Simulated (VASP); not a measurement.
A run of VASP 6.6.1:

Contents of INCAR:

```
ALGO     = Normal         # electronic algorithm
EDIFF    = 1E-6           # SCF threshold, eV
ENCUT    = 520            # plane-wave cutoff, eV
GGA      = PE             # functional
ISIF     = 2              # what is computed and relaxed
ISMEAR   = -1             # smearing method
LASPH    = True           # aspherical terms in the spheres
LCHARG   = False          # write CHGCAR
LREAL    = False          # projectors in reciprocal space
LWAVE    = False          # write WAVECAR
NBANDS   = 14             # bands
NELM     = 60             # most SCF steps
PREC     = Accurate       # precision mode
SIGMA    = 0.05           # smearing width, eV
```

Contents of KPOINTS:

```
k-points
0
Gamma
  12 12 6
```

The input POSCAR:

```
Na
1.0
    3.3184921562      0.0000000000      0.0000000000
   -1.6592460781      2.8738985096      0.0000000000
    0.0000000000      0.0000000000      5.4431067567
Na
2
Direct
    0.3333333333      0.6666666667      0.2500000000
    0.6666666667      0.3333333333      0.7500000000
```

Potentials or basis: VASP PAW PBE potentials, release 64 (Na_pv).

Run with:

```console
$ cat potpaw_PBE.64/Na_pv/POTCAR > POTCAR
$ mpirun -np 1 vasp_std > vasp.out
```

Hardware: 1 thread of Intel Xeon 8259CL (shared host).

Task: Estimate the wall time of this run.

Result: Wall time 56 s on 1 thread of Intel Xeon 8259CL (shared host), peak memory 0.19 GiB. Counts: scf iterations 9, k points 76.
